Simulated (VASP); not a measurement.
## InSb: single point with PBE

Crystal: InSb.

```
In Sb
1.0
     0.00000    3.45435    2.76767
     3.00353    0.00000    2.76767
     3.00353    3.45435    0.00000
In Sb
1 1
Direct
  0.00000 0.00000 0.00000
  0.50000 0.50000 0.50000
```

This cell differs from its parent crystal: strain +e along x and -e along y -0.0733, strain +e along z and -e/2 along x and y -0.1000.

| Property | Result |
| --- | --- |
| Program | VASP 6.6.1 |
| Task | single point |
| Functional | PBE |
| Potentials or basis | VASP PAW PBE potentials, release 64 (In_d, Sb) |
| Cutoff | 520 eV |
| k mesh | 12 × 12 × 12 |
| Occupations | gaussian, width 0.15 eV |
| Spin | no spin polarisation |
| Dipole correction | no |
| Further INCAR settings | ALGO = Normal; EDIFF = 1e-06; NBANDS = 16 |

* Pressure: 4.6 GPa
* Band gap on the k mesh: zero (bands 9 and 10 overlap by 2.87 eV)

Stress tensor (GPa, compression positive):
```
 2.37  0.00  0.00
 0.00 -4.19  0.00
 0.00  0.00 15.68
```

Levels at points of the mesh, in eV from the Fermi level:
```csv
k point,band 6,band 7,band 8,band 9,band 10,band 11,band 12,band 13
"(0.00, 0.00, 0.00)",-11.08,-1.08,-0.13,-0.09,0.69,3.69,5.62,6.25
"(0.50, 0.00, 0.00)",-9.32,-6.62,-0.29,0.73,1.26,2.51,3.77,4.08
"(0.50, 0.50, 0.00)",-7.83,-4.55,-3.91,-3.28,-1.79,2.95,6.19,9.58
"(0.50, 0.00, 0.50)",-9.59,-4.39,-2.18,-1.92,-1.21,3.78,7.54,8.60
"(0.00, 0.50, 0.50)",-8.32,-4.58,-3.34,-3.32,-0.92,3.42,5.20,9.30
```

Run time: 3 min on 1 thread of Intel(R) Xeon(R) Platinum 8488C (Sapphire Rapids), with other jobs on the host, peak memory 0.4 GiB.

Caveat: the cell differs from its parent crystal (strain +e along x and -e along y -0.0733, strain +e along z and -e/2 along x and y -0.1000); the cell stands under pressure; spin-orbit coupling is left out, which moves the levels of the heavy elements.
